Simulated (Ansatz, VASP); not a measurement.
## One calculation of GaSb, two programs

```xyz
2
Lattice="0.0000 3.0385 3.0385 3.0385 0.0000 3.0385 3.0385 3.0385 0.0000" Properties=species:S:1:pos:R:3 pbc="T T T"
Ga    0.0000    0.0000    0.0000
Sb    4.5577    4.5577    4.5577
```

Change from the starting cell: volume scaled by 0.98.

Alike in both runs: task single point; functional PBE; k mesh 12 × 12 × 12; occupations fermi-dirac, width 0.08 eV; no spin polarisation.

|  | VASP | Ansatz |
| --- | --- | --- |
| version | VASP 6.6.1 | Ansatz 0.2.0 |
| potentials or method | VASP PAW PBE potentials, release 64 (Ga_d, Sb), cutoff 520 eV | all-electron LAPW, scalar-relativistic |

|  | VASP | Ansatz | Ansatz less VASP |
| --- | --- | --- | --- |
| pressure (GPa) | 3.6 | 3.5 | -0.09 |

Ansatz ran all-electron here, and VASP with PAW potentials.

Spin-orbit coupling is off throughout.
